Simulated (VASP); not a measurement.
The system is CdS.

```
CELL_PARAMETERS angstrom
0.00000 2.75324 2.75324
2.75324 0.00000 2.75324
2.75324 2.75324 0.00000
ATOMIC_POSITIONS crystal
Cd 0.00000 0.00000 0.00000
S 0.50000 0.50000 0.50000
```

Base run:

| Quantity | Value |
| --- | --- |
| Program | VASP 6.6.1 |
| Functional | LDA |
| Potentials or basis | VASP PAW LDA potentials, release 64 (Cd, S) |
| Cutoff | 500 eV |
| k mesh | 6 × 6 × 6 |
| Occupations | fermi-dirac, width 0.05 eV |
| Spin | no spin polarisation |

Its results: pressure -6.4 GPa.

Problem. The run is repeated on the same cell with these changes: functional from LDA to BLYP; potentials or basis from VASP PAW LDA potentials, release 64 (Cd, S) to VASP PAW PBE potentials, release 64 (Cd, S). What comes out?

Solution. Pressure 4.5 GPa.

Caveats: the PAW data sets were made with another functional, which shifts forces and pressure a little (some runs).
